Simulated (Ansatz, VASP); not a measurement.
## Al in VASP and in Ansatz

File INCAR:

```
ALGO = Normal ; DIPOL = 0.5 0.5 0.643
EDIFF = 1E-6 ; ENCUT = 400
GGA = PE ; GGA_COMPAT = F
IDIPOL = 3 ; ISIF = 2
ISMEAR = 1 ; LASPH = T
LCHARG = T ; LDIPOL = T
LELF = T ; LREAL = F
LVACPOTAV = T ; LVHAR = T
LWAVE = F ; NBANDS = 18
NELM = 120 ; NELMDL = -8
PREC = Accurate ; SIGMA = 0.1
```

The input KPOINTS:

```
k-points
0
Gamma
  12 12 1
```

The input POSCAR:

```
Al
1.0
    3.0028735207      0.0000000000      0.0000000000
    0.0000000000      3.0028735207      0.0000000000
    0.0000000000      0.0000000000     29.8274673280
Al
6
Direct
    0.0000000000      0.0000000000      0.4812233831
    0.5000000000      0.5000000000      0.5442162275
    0.0000000000      0.0000000000      0.6100402284
    0.5000000000      0.5000000000      0.6759093940
    0.0000000000      0.0000000000      0.7408618892
    0.5000000000      0.5000000000      0.8065685534
```

Input for Ansatz:

```yaml
crystal:
  lattice:
    - [3.0028735207, 0.0, 0.0]
    - [0.0, 3.0028735207, 0.0]
    - [0.0, 0.0, 29.827467328]
  atoms:
    - { symbol: Al, position: [0.0, 0.0, 0.4812233831] }
    - { symbol: Al, position: [0.5, 0.5, 0.5442162275] }
    - { symbol: Al, position: [0.0, 0.0, 0.6100402284] }
    - { symbol: Al, position: [0.5, 0.5, 0.675909394] }
    - { symbol: Al, position: [0.0, 0.0, 0.7408618892] }
    - { symbol: Al, position: [0.5, 0.5, 0.8065685534] }
basis:
  ecutwfc: 420
kpoints:
  mp_grid: { grid: [12, 12, 1] }
hamiltonian:
  xc: pbe
  pseudopotentials: { kind: paw, azcp: { folder: soft_1 } }
scf:
  occupations: { method: methfessel_paxton, width: 0.1 }
  n_extra_bands: 10
  max_iter: 160
output:
  forces: true
  eigenvalues: true
  write_density: true
  write_potential: true
  elf: true
  volumetric_format: npy
efield:
  axis: 3
  dipole_correction: true
```

Alike in both runs: task single point; functional PBE; k mesh 12 × 12 × 1; occupations methfessel-paxton of order 1, width 0.1 eV; no spin polarisation.

|  | VASP | Ansatz |
| --- | --- | --- |
| version | VASP 6.6.1 | Ansatz 0.2.0 |
| potentials or method | VASP PAW PBE potentials, release 64 (Al), cutoff 400 eV | scalar-relativistic, plane waves, PAW |
| valence electrons in the cell | 18 | 18 |

```csv
,VASP,Ansatz,Ansatz less VASP
gap on the k mesh at the Fermi level (eV),none,none,-
rms of the force components (eV/Å),0.089,0.089,0.0000
```

Atom by atom the forces differ by 0.000 eV/Å (rms over components). A gap of «none» marks a metal or a gap that the smearing closes. Ansatz's warnings: xc potential rough in thin density.
